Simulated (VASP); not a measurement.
# Te2Mo (P6_3/mmc) in VASP: single point with LDA

Aim: the single point of Te2Mo with LDA.

Program: VASP 6.6.1. These are calculated values, not measurements. Logs are shortened: lines on timing, memory, paths and dates and some standing lists are left out, and cuts for length are marked.

### Step 1. The cell of the first run

It takes space group P6_3/mmc (No. 194, hexagonal). Conventional cell: a = 3.473 Å, b = 3.473 Å, c = 13.769 Å, α = 90.00°, β = 90.00°, γ = 120.00°. Within 3.6 Å of Te (site symmetry 3m) lie 3 Mo at 2.69 Å and 7 Te at 3.47 to 3.59 Å. Mo (site symmetry -6m2) has 6 Te at 2.69 Å and 6 Mo at 3.47 Å within 3.5 Å.

### Step 2. Single point, LDA

INCAR

```
PREC = Accurate
ENCUT = 520
EDIFF = 1E-7
ISMEAR = 0
SIGMA = 0.02
LREAL = F
LASPH = T
NELM = 60
ALGO = Normal
ISIF = 2
LWAVE = F
LCHARG = F
NBANDS = 35
```

KPOINTS

```
regular mesh
0
Gamma
  12 12 2
```

POSCAR

```
Te2Mo
1.0
    3.4728898966      0.0000000000      0.0000000000
   -1.7364449483      3.0076108750      0.0000000000
    0.0000000000      0.0000000000     13.7686885652
Te Mo
4 2
Direct
    0.3333333333      0.6666666667      0.6195395448
    0.6666666667      0.3333333333      0.1195395448
    0.6666666667      0.3333333333      0.3804604552
    0.3333333333      0.6666666667      0.8804604552
    0.3333333333      0.6666666667      0.2500000000
    0.6666666667      0.3333333333      0.7500000000
```

Potentials or basis: VASP PAW LDA potentials, release 64 (Te, Mo_sv).

Started as:

```sh
cat potpaw_LDA.64/Te/POTCAR potpaw_LDA.64/Mo_sv/POTCAR > POTCAR
mpirun -np 1 vasp_std > vasp.out
```

OUTCAR:

```text
PREC = Accurate
   ENCUT = 520
   EDIFF = 1E-7
   ISMEAR = 0
   LREAL = F
   LASPH = T
   NELM = 60
   ISIF = 2

 ion  position               nearest neighbor table
   1  0.333  0.667  0.620-   6 2.69   6 2.69   6 2.69   4 3.59
   2  0.667  0.333  0.120-   5 2.69   5 2.69   5 2.69   3 3.59
   3  0.667  0.333  0.380-   5 2.69   5 2.69   5 2.69   2 3.59
   4  0.333  0.667  0.880-   6 2.69   6 2.69   6 2.69   1 3.59
   5  0.333  0.667  0.250-   2 2.69   3 2.69   2 2.69   3 2.69   2 2.69   3 2.69
   6  0.667  0.333  0.750-   1 2.69   4 2.69   1 2.69   4 2.69   1 2.69   4 2.69

  LATTYP: Found a hexagonal cell.
 ALAT       =     3.4728898966
 C/A-ratio  =     3.9646199491

  Lattice vectors:

 A1 = (   3.4728898966,   0.0000000000,   0.0000000000)
 A2 = (  -1.7364449483,   3.0076108750,   0.0000000000)
 A3 = (   0.0000000000,   0.0000000000,  13.7686885652)

Analysis of symmetry for initial positions (statically):
=====================================================================
 Subroutine PRICEL returns:
 Original cell was already a primitive cell.

 Routine SETGRP: Setting up the symmetry group for a
 hexagonal supercell.

 Subroutine GETGRP returns: Found 24 space group operations
 (whereof 12 operations were pure point group operations)
 out of a pool of 24 trial point group operations.

The static configuration has the point symmetry D_3d.
 The point group associated with its full space group is D_6h.

Analysis of symmetry for dynamics (positions and initial velocities):
=====================================================================
 Subroutine PRICEL returns:
 Original cell was already a primitive cell.

 Routine SETGRP: Setting up the symmetry group for a
 hexagonal supercell.

 Subroutine GETGRP returns: Found 24 space group operations
 (whereof 12 operations were pure point group operations)
 out of a pool of 24 trial point group operations.

The dynamic configuration has the point symmetry D_3d.
 The point group associated with its full space group is D_6h.

 Subroutine INISYM returns: Found 24 space group operations
 (whereof 12 operations are pure point group operations),
 and found     1 'primitive' translations

----------------------------------------------------------------------------------------

                                     Primitive cell

  volume of cell :     143.8153

  direct lattice vectors                    reciprocal lattice vectors
     3.472889897  0.000000000  0.000000000     0.287944631  0.166244910  0.000000000
    -1.736444948  3.007610875  0.000000000     0.000000000  0.332489821  0.000000000
     0.000000000  0.000000000 13.768688565     0.000000000  0.000000000  0.072628558

  length of vectors
     3.472889897  3.472889897 13.768688565     0.332489821  0.332489821  0.072628558

  position of ions in fractional coordinates (direct lattice)
     0.333333333  0.666666667  0.619539545
     0.666666667  0.333333333  0.119539545
     0.666666667  0.333333333  0.380460455
     0.333333333  0.666666667  0.880460455
     0.333333333  0.666666667  0.250000000
     0.666666667  0.333333333  0.750000000

  ion indices of the primitive-cell ions
   primitive index   ion index
                 1           1
                 2           2
                 3           3
                 4           4
                 5           5
                 6           6

----------------------------------------------------------------------------------------

 KPOINTS: regular mesh

Automatic generation of k-mesh.
 Grid dimensions read from file:
 generate k-points for:   12   12    2

 Generating k-lattice:

  Cartesian coordinates                     Fractional coordinates (reciprocal lattice)
     0.023995386  0.013853743  0.000000000     0.083333333  0.000000000  0.000000000
     0.000000000  0.027707485  0.000000000     0.000000000  0.083333333  0.000000000
     0.000000000  0.000000000  0.036314279     0.000000000  0.000000000  0.500000000

  Length of vectors
     0.027707485  0.027707485  0.036314279

  Shift w.r.t. Gamma in fractional coordinates (k-lattice)
     0.000000000  0.000000000  0.000000000

 Subroutine IBZKPT returns following result:
 ===========================================

 Found     38 irreducible k-points:

 Following reciprocal coordinates:
            Coordinates               Weight
  0.000000  0.000000  0.000000      1.000000
  0.083333 -0.000000  0.000000      6.000000
  0.166667  0.000000  0.000000      6.000000
  0.250000  0.000000  0.000000      6.000000
  0.333333  0.000000  0.000000      6.000000
  0.416667  0.000000  0.000000      6.000000
[... 16 lines left out ...]
  0.250000  0.000000  0.500000      6.000000
  0.333333  0.000000  0.500000      6.000000
 [... further k-points ...]
   k-points           NKPTS =     38   k-points in BZ     NKDIM =     38   number of bands    NBANDS=     35
   number of dos      NEDOS =    301   number of ions     NIONS =      6
   total plane-waves  NPLWV =  84672
   dimension x,y,z NGX =    28 NGY =   28 NGZ =  108
   dimension x,y,z NGXF=    56 NGYF=   56 NGZF=  216
   ions per type =               4   2
   NGX,Y,Z   is equivalent  to a cutoff of  13.40, 13.40, 13.04 a.u.
   NGXF,Y,Z  is equivalent  to a cutoff of  26.81, 26.81, 26.08 a.u.
 SYSTEM =  unknown system
   PREC   = accura    normal or accurate (medium, high low for compatibility)
   ISTART =      0    job   : 0-new  1-cont  2-samecut
   ICHARG =      2    charge: 1-file 2-atom 10-const
   ISPIN  =      1    spin polarized calculation?
   LNONCOLLINEAR =      F non collinear calculations
   LSORBIT =      F    spin-orbit coupling
   LASPH  =      T    aspherical Exc in radial PAW
   ENCUT  =  520.0 eV  38.22 Ry    6.18 a.u.   6.46  6.46 25.60*2*pi/ulx,y,z
   NELM   =     60;   NELMIN=  2; NELMDL= -5     # of ELM steps
   EDIFF  = 0.1E-06   stopping-criterion for ELM
   LREAL  =      F    real-space projection
   EDIFFG = 0.1E-05   stopping-criterion for IOM
   NSW    =      0    number of steps for IOM
   IBRION =     -1    ionic relax: 0-MD 1-quasi-New 2-CG
   NFREE  =      0    steps in history (QN), initial steepest desc. (CG)
   ISIF   =      2    stress and relaxation
   ISYM   =      2    0-nonsym 1-usesym 2-fastsym
   POTIM  = 0.5000    time-step for ionic-motion
   TEBEG  =    0.0;   TEEND  =   0.0 temperature during run
   PSTRESS=    0.0 pullay stress
   NELECT =      52.0000    total number of electrons
   NUPDOWN=      -1.0000    fix difference up-down
   EMIN   =  10.00;   EMAX   =-10.00  energy-range for DOS
   EFERMI =   0.00;   METHOD = LEGACY
   ISMEAR =     0;   SIGMA  =   0.02  broadening in eV -4-tet -1-fermi 0-gaus
   EFERMI_NEDOS =   21; number of points for ismear=-14 and -15
   IALGO  =     38    algorithm
   IMIX   =      4    mixing-type and parameters
     AMIX     =   0.40;   BMIX     =  1.00
     AMIX_MAG =   1.60;   BMIX_MAG =  1.00
  volume/ion in A,a.u.               =      23.97       161.75
  Fermi-wavevector in a.u.,A,eV,Ry     =   1.166293  2.203974 18.507168  1.360239
  Thomas-Fermi vector in A             =   2.302808
   LORBIT       =      0    0 simple, 1 ext, 2 COOP (PROOUT), +10 PAW based schemes
   GGA     = CA    functional components
   LHFCALC =     F    Hartree Fock is set to
   AEXX    =    0.0000 exact exchange contribution
   IVDW    =     0    specifies the selected vdW correction
   LEPSILON=     F    determine dielectric tensor
   LRPA    =     F    only Hartree local field effects (RPA)
 non-spin polarized calculation
 Gauss-broadening in eV      SIGMA  =   0.02
  energy-cutoff  :      520.00
  volume of cell :      143.82
 maximum number of plane-waves:      3915
 NGX is ok and might be reduce to    28
   NGX = 13   NGY = 13   NGZ = 51

 number of electron      51.9999998 magnetization

 Free energy of the ion-electron system (eV)
  ---------------------------------------------------
  ext. energy  EPLUGINS =         0.00000000
  ---------------------------------------------------
  free energy    TOTEN  =       -41.26376768 eV

  energy without entropy =      -41.26376768  energy(sigma->0) =      -41.26376768

 E-fermi :   8.6572     XC(G=0): -10.8564

 val. band max:        8.5750418490   @ k =   0.0000   0.0000   0.0000
 cond. band min:       9.2589641703   @ k =   0.2500   0.1667   0.0000
 fundamental gap:      0.6839223213
 Fermi energy:         8.6572134099

 k-point     1 :       0.0000    0.0000    0.0000
  band No.  band energies     occupation
      1     -51.8773      2.00000
      2     -51.8773      2.00000
      3     -26.2662      2.00000
      4     -26.2662      2.00000
      5     -26.0974      2.00000
      6     -26.0974      2.00000
[... 27 lines left out ...]
     34      12.1142      0.00000
     35      14.4663      0.00000

 k-point     2 :       0.0833   -0.0000    0.0000
  band No.  band energies     occupation
      1     -51.8764      2.00000
      2     -51.8764      2.00000
      3     -26.2639      2.00000
      4     -26.2638      2.00000
      5     -26.1079      2.00000
      6     -26.1079      2.00000
[... 27 lines left out ...]
     34      11.9132      0.00000
     35      14.9230      0.00000

 k-point     3 :       0.1667    0.0000    0.0000
  band No.  band energies     occupation
      1     -51.8742      2.00000
      2     -51.8742      2.00000
      3     -26.2574      2.00000
      4     -26.2573      2.00000
      5     -26.1365      2.00000
      6     -26.1365      2.00000
[... 27 lines left out ...]
     34      12.1086      0.00000
     35      15.0611      0.00000
[... 723 lines left out ...]
 k-point    23 :       0.2500    0.0000    0.5000
  band No.  band energies     occupation
      1     -51.8711      2.00000
      2     -51.8711      2.00000
      3     -26.2485      2.00000
      4     -26.2485      2.00000
      5     -26.1754      2.00000
      6     -26.1754      2.00000
[... 27 lines left out ...]
     34      12.1021      0.00000
     35      14.6667      0.00000

 k-point    24 :       0.3333    0.0000    0.5000
  band No.  band energies     occupation
      1     -51.8680      2.00000
      2     -51.8680      2.00000
      3     -26.2396      2.00000
      4     -26.2396      2.00000
      5     -26.2140      2.00000
      6     -26.2140      2.00000
[... 27 lines left out ...]
     34      12.1755      0.00000
     35      13.7630      0.00000

 [... further k-points ...]

------------------------ aborting loop because EDIFF is reached ----------------------------------------

  FORCE on cell =-STRESS in cart. coord.  units (eV):
  Direction    XX          YY          ZZ          XY          YZ          ZX
  --------------------------------------------------------------------------------------
  -------------------------------------------------------------------------------------
  Total        0.2069177      0.2069177      0.3717459      0.0000000     -0.0000000      0.0000000
  in kB        2.3051699      2.3051699      4.1414413      0.0000000     -0.0000000      0.0000000
  external PRESSURE =       2.9172604 kB  Pullay stress =       0.0000000 kB

 VOLUME and BASIS-vectors are now :
 -----------------------------------------------------------------------------
  energy-cutoff  :      520.00
  volume of cell :      143.82
      direct lattice vectors                 reciprocal lattice vectors
     3.472889897  0.000000000  0.000000000     0.287944631  0.166244910  0.000000000
    -1.736444948  3.007610875  0.000000000     0.000000000  0.332489821  0.000000000
     0.000000000  0.000000000 13.768688565     0.000000000  0.000000000  0.072628558

 POSITION                                       TOTAL-FORCE (eV/Angst)
 -----------------------------------------------------------------------------------
     -0.00000      2.00507      8.53025         0.000000      0.000000     -0.054051
      1.73644      1.00254      1.64590         0.000000      0.000000     -0.054051
      1.73644      1.00254      5.23844         0.000000     -0.000000      0.054051
     -0.00000      2.00507     12.12279         0.000000      0.000000      0.054051
     -0.00000      2.00507      3.44217        -0.000000     -0.000000      0.000000
      1.73644      1.00254     10.32652        -0.000000      0.000000      0.000000
 -----------------------------------------------------------------------------------
    total drift:                               -0.000000      0.000000     -0.000000

  FREE ENERGIE OF THE ION-ELECTRON SYSTEM (eV)
  ---------------------------------------------------
  free  energy   TOTEN  =       -41.2637676836 eV

  energy  without entropy=      -41.2637676836  energy(sigma->0) =      -41.26376768
```

Run time: 2.2 min. Hardware: 1 thread of Intel Xeon 6975P-C (Granite Rapids), shared host; peak memory 0.32 GiB.

What came out:

```yaml
Free_energy: -41.2638 eV
Pressure: 0.3 GPa
Largest_force: 0.054 eV/Å
Band_gap_on_the_k_mesh: 0.68 eV (least direct gap 1.10 eV)
```

Forces in eV/Å, atoms in the order of the input:
```
Te   0.000  0.000 -0.054
Te   0.000  0.000 -0.054
Te   0.000  0.000  0.054
Te   0.000  0.000  0.054
Mo   0.000  0.000  0.000
Mo   0.000  0.000  0.000
```

Caveat: spin-orbit coupling is left out, which moves the levels of the heavy elements. A k mesh can miss the band edges.
